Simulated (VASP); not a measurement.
# GaSb3 (I4/mmm) in VASP: further runs, part 2 of 2

VASP 6.6.1. The steps go on from the part before.

## (4) Single point, PBEsol (26.19 Å³/atom)

INCAR reads:

```
PREC     = Accurate       # precision mode
ENCUT    = 520            # plane-wave cutoff, eV
EDIFF    = 1E-6           # SCF threshold, eV
ISMEAR   = 0              # smearing method
SIGMA    = 0.15           # smearing width, eV
LREAL    = False          # projectors in reciprocal space
LASPH    = True           # aspherical terms in the spheres
NELM     = 60             # most SCF steps
ALGO     = Normal         # electronic algorithm
ISIF     = 2              # what is computed and relaxed
LWAVE    = False          # write WAVECAR
LCHARG   = False          # write CHGCAR
GGA      = PS             # functional
NBANDS   = 22             # bands
```

KPOINTS reads:

```
regular mesh
0
Gamma
  10 10 10
```

POSCAR reads:

```
GaSb3
1.0
    0.0000000000      3.6753735353      3.8771515424
    3.6753735353      0.0000000000      3.8771515424
    3.6753735353      3.6753735353      0.0000000000
Ga Sb
1 3
Direct
    0.0000000000      0.0000000000      0.0000000000
    0.2500000000      0.2500000000      0.2500000000
    0.7500000000      0.7500000000      0.7500000000
    0.5000000000      0.5000000000      0.5000000000
```

Potentials or basis: VASP PAW PBE potentials, release 64 (Ga_d, Sb).

The run is started by

```
cat potpaw_PBE.64/Ga_d/POTCAR potpaw_PBE.64/Sb/POTCAR > POTCAR
mpirun -np 1 vasp_std > vasp.out
```

OUTCAR:

```text
PREC = Accurate
   ENCUT = 520
   EDIFF = 1E-6
   ISMEAR = 0
   LREAL = False
   LASPH = True
   NELM = 60
   ISIF = 2
   GGA = PS

 ion  position               nearest neighbor table
   1  0.000  0.000  0.000-   3 3.24   3 3.24   3 3.24   2 3.24   3 3.24   2 3.24   2 3.24   2 3.24

   2  0.250  0.250  0.250-   1 3.24   1 3.24   1 3.24   1 3.24   4 3.24   4 3.24   4 3.24   4 3.24
                             3 3.68   3 3.68   3 3.68   3 3.68
   3  0.750  0.750  0.750-   4 3.24   4 3.24   4 3.24   1 3.24   4 3.24   1 3.24   1 3.24   1 3.24
                             2 3.68   2 3.68   2 3.68   2 3.68
   4  0.500  0.500  0.500-   2 3.24   2 3.24   2 3.24   2 3.24   3 3.24   3 3.24   3 3.24   3 3.24

  LATTYP: Found a body centered tetragonal cell.
 ALAT       =     5.1977631004
 C/A-ratio  =     1.4918538870

  Lattice vectors:

 A1 = (  -3.6753735353,   0.0000000000,   3.8771515424)
 A2 = (   3.6753735353,   0.0000000000,   3.8771515424)
 A3 = (   0.0000000000,   3.6753735353,  -3.8771515424)

Analysis of symmetry for initial positions (statically):
=====================================================================
 Subroutine PRICEL returns:
 Original cell was already a primitive cell.

 Routine SETGRP: Setting up the symmetry group for a
 body centered tetragonal supercell.

 Subroutine GETGRP returns: Found 16 space group operations
 (whereof 16 operations were pure point group operations)
 out of a pool of 16 trial point group operations.

The static configuration has the point symmetry D_4h.

Analysis of symmetry for dynamics (positions and initial velocities):
=====================================================================
 Subroutine PRICEL returns:
 Original cell was already a primitive cell.

 Routine SETGRP: Setting up the symmetry group for a
 body centered tetragonal supercell.

[... 124 lines left out ...]
   EFERMI_NEDOS =   21; number of points for ismear=-14 and -15
   IALGO  =     38    algorithm
   IMIX   =      4    mixing-type and parameters
     AMIX     =   0.40;   BMIX     =  1.00
     AMIX_MAG =   1.60;   BMIX_MAG =  1.00
  volume/ion in A,a.u.               =      26.19       176.72
  Fermi-wavevector in a.u.,A,eV,Ry     =   1.054579  1.992864 15.131527  1.112136
  Thomas-Fermi vector in A             =   2.189744
   LORBIT       =      0    0 simple, 1 ext, 2 COOP (PROOUT), +10 PAW based schemes
   GGA     = PS    functional components
   LHFCALC =     F    Hartree Fock is set to
   AEXX    =    0.0000 exact exchange contribution
   IVDW    =     0    specifies the selected vdW correction
   LEPSILON=     F    determine dielectric tensor
   LRPA    =     F    only Hartree local field effects (RPA)
 non-spin polarized calculation
 Gauss-broadening in eV      SIGMA  =   0.15
  energy-cutoff  :      520.00
  volume of cell :      104.75
 maximum number of plane-waves:      2858
   NGX = 19   NGY = 19   NGZ = 19

 number of electron      28.0000010 magnetization

 Free energy of the ion-electron system (eV)
  ---------------------------------------------------
  ext. energy  EPLUGINS =         0.00000000
  ---------------------------------------------------
  free energy    TOTEN  =       -16.28559314 eV

  energy without entropy =      -16.25479425  energy(sigma->0) =      -16.27019370

 E-fermi :   7.2012     XC(G=0): -10.2605

 val. band max:        7.1953742002   @ k =   0.3000   0.2000   0.1000
 cond. band min:       7.2077900844   @ k =   0.1000   0.0000   0.0000
 fundamental gap:      0.0124158842
 Fermi energy:         7.2011544269

 k-point     1 :       0.0000    0.0000    0.0000
  band No.  band energies     occupation
      1      -7.5360      2.00000
      2      -7.5322      2.00000
      3      -7.5322      2.00000
      4      -7.5244      2.00000
      5      -7.5181      2.00000
      6      -5.1773      2.00000
[... 589 lines left out ...]
     21      11.5746      0.00000
     22      12.2964      0.00000

 [... further k-points ...]

------------------------ aborting loop because EDIFF is reached ----------------------------------------

  FORCE on cell =-STRESS in cart. coord.  units (eV):
  Direction    XX          YY          ZZ          XY          YZ          ZX
  --------------------------------------------------------------------------------------
  -------------------------------------------------------------------------------------
  Total       -2.3018276     -2.3018276     -3.1186748      0.0000000     -0.0000000     -0.0000000
  in kB      -35.2076977    -35.2076977    -47.7018181      0.0000000     -0.0000000     -0.0000000
  external PRESSURE =     -39.3724045 kB  Pullay stress =       0.0000000 kB

 VOLUME and BASIS-vectors are now :
 -----------------------------------------------------------------------------
  energy-cutoff  :      520.00
  volume of cell :      104.75
      direct lattice vectors                 reciprocal lattice vectors
     0.000000000  3.675373535  3.877151542    -0.136040594  0.136040594  0.128960654
     3.675373535  0.000000000  3.877151542     0.136040594 -0.136040594  0.128960654
     3.675373535  3.675373535  0.000000000     0.136040594  0.136040594 -0.128960654

 POSITION                                       TOTAL-FORCE (eV/Angst)
 -----------------------------------------------------------------------------------
      0.00000      0.00000      0.00000         0.000000     -0.000000     -0.000000
      1.83769      1.83769      1.93858         0.000000      0.000000      0.000000
      5.51306      5.51306      5.81573        -0.000000     -0.000000     -0.000000
      3.67537      3.67537      3.87715         0.000000     -0.000000      0.000000
 -----------------------------------------------------------------------------------
    total drift:                               -0.000000      0.000000      0.000000

  FREE ENERGIE OF THE ION-ELECTRON SYSTEM (eV)
  ---------------------------------------------------
  free  energy   TOTEN  =       -16.2855931436 eV

  energy  without entropy=      -16.2547942465  energy(sigma->0) =      -16.27019370
```

stdout:

```text
POSCAR found type information on POSCAR GaSb
 POSCAR found :  2 types and       4 ions
 scaLAPACK will be used
 -----------------------------------------------------------------------------
|                                                                             |
|                                                                             |
|     You enforced a specific xc type in the INCAR file but a different       |
|     I HOPE YOU KNOW WHAT YOU ARE DOING!                                     |
|                                                                             |
 -----------------------------------------------------------------------------

 LDA part: xc-table for (Slater+PW92), standard interpolation
 POSCAR, INCAR and KPOINTS ok, starting setup
 FFT: planning ... GRIDC
 FFT: planning ... GRID_SOFT
 FFT: planning ... GRID
 WAVECAR not read
 entering main loop
```

It took 4.1 min on 1 thread of Intel Xeon 8259CL, shared host; peak memory 0.39 GiB.

Results:

```
Free energy            : -16.2856 eV
Pressure               : -3.9 GPa
Band gap on the k mesh : zero (bands 14 and 15 overlap by 3.95 eV)
```

Levels at points of the mesh, in eV from the Fermi level:
```tsv
k point	band 10	band 11	band 12	band 13	band 14	band 15	band 16	band 17	band 18	band 19
(0.00, 0.00, 0.00)	-2.63	-2.63	-2.54	-2.30	-2.30	-2.29	-0.91	-0.46	-0.46	3.33
(0.50, 0.00, 0.00)	-3.55	-3.37	-2.63	-2.46	-0.38	-0.05	1.83	2.31	2.77	3.22
(0.50, 0.50, 0.00)	-5.01	-5.01	0.79	1.19	1.19	1.27	1.66	1.98	1.98	3.49
(0.50, 0.00, 0.50)	-5.19	-5.10	0.42	0.59	0.66	1.43	1.44	2.23	2.29	3.88
```

Caveat: the cell stands under tension; the PAW data sets were made with another functional, which shifts forces and pressure a little; spin-orbit coupling is left out, which moves the levels of the heavy elements.

## (5) Single point, PBEsol (24.25 Å³/atom)

This run uses another cell than the first one, of 24.25 Å³/atom.

INCAR reads:

```
SYSTEM = GaSb3
PREC     = Accurate       ! precision mode
ENCUT    = 520            ! plane-wave cutoff, eV
EDIFF    = 1E-7           ! SCF threshold, eV
ISMEAR   = 0              ! smearing method
SIGMA    = 0.15           ! smearing width, eV
LREAL    = .False.        ! projectors in reciprocal space
LASPH    = .True.         ! aspherical terms in the spheres
NELM     = 80             ! most SCF steps
ALGO     = Normal         ! electronic algorithm
ISIF     = 2              ! what is computed and relaxed
LWAVE    = .False.        ! write WAVECAR
LCHARG   = .True.         ! write CHGCAR
GGA      = PS             ! functional
LELF     = .True.         ! ELF
LVHAR    = .True.       
NBANDS   = 22             ! bands
```

KPOINTS reads:

```
Automatic mesh
0
Gamma
  10 10 10
  0 0 0
```

POSCAR reads:

```
GaSb3
1.0
    0.0000000000      3.6793377522      3.5822032355
    3.6793377522      0.0000000000      3.5822032355
    3.6793377522      3.6793377522      0.0000000000
Ga Sb
1 3
Direct
    0.0000000000      0.0000000000      0.0000000000
    0.2500000000      0.2500000000      0.2500000000
    0.7500000000      0.7500000000      0.7500000000
    0.5000000000      0.5000000000      0.5000000000
```

The run is started by

```
cat potpaw_PBE.64/Ga_d/POTCAR potpaw_PBE.64/Sb/POTCAR > POTCAR
mpirun -np 1 vasp_std > vasp.out
```

Wall time 6 min (1 thread of Intel Xeon 8259CL, shared host); peak memory 0.38 GiB.

The run converged. Its results:

* Free energy: -16.4014 eV
* Pressure: 0.1 GPa
* Band gap on the k mesh: zero (bands 14 and 15 overlap by 4.20 eV)

Stress tensor (GPa, compression positive):
```
-0.20  0.00  0.00
 0.00 -0.20  0.00
 0.00  0.00  0.70
```

Levels at points of the mesh, in eV from the Fermi level:
| k point | band 10 | band 11 | band 12 | band 13 | band 14 | band 15 | band 16 | band 17 | band 18 | band 19 |
| --- | --- | --- | --- | --- | --- | --- | --- | --- | --- | --- |
| (0.00, 0.00, 0.00) | -2.83 | -2.69 | -2.69 | -2.58 | -2.58 | -2.51 | -0.88 | -0.88 | -0.55 | 3.27 |
| (0.50, 0.00, 0.00) | -3.83 | -3.70 | -2.87 | -2.76 | -0.20 | 0.13 | 2.07 | 2.33 | 2.93 | 3.17 |
| (0.50, 0.50, 0.00) | -5.58 | -5.58 | 0.77 | 1.06 | 1.11 | 1.11 | 1.99 | 1.99 | 2.49 | 4.14 |
| (0.50, 0.00, 0.50) | -5.53 | -5.48 | 0.94 | 0.97 | 1.34 | 1.46 | 1.82 | 2.17 | 2.30 | 3.88 |

Caveat: the PAW data sets were made with another functional, which shifts forces and pressure a little; spin-orbit coupling is left out, which moves the levels of the heavy elements.

## (6) Summary

| cell | gap on the mesh (eV) | pressure (GPa) |
| --- | --- | --- |
| a = 5.269, b = 5.269, c = 5.339 Å, angles 59.6, 59.6, 60.9°, 4 atoms | none | -4.0 |
| a = 5.371, b = 5.371, c = 5.152 Å, angles 61.3, 61.3, 57.3°, 4 atoms | none | -3.8 |
| a = 5.342, b = 5.342, c = 5.198 Å, angles 60.9, 60.9, 58.2°, 4 atoms | none | -3.9 |
| a = 5.135, b = 5.135, c = 5.203 Å, angles 59.6, 59.6, 60.9°, 4 atoms | none | 0.1 |

Alike in all rows: task single point; level PBEsol; potentials or basis VASP PAW PBE potentials, release 64 (Ga_d, Sb); no spin polarisation; k mesh 10 × 10 × 10; cutoff (eV) 520; smearing gaussian 0.15 eV.

Caveats: the PAW data sets were made with another functional, which shifts forces and pressure a little; spin-orbit coupling is left out, which moves the levels of the heavy elements; the cell stands under tension (at least some runs).

Absolute energies hang on the potentials; compare differences alone.
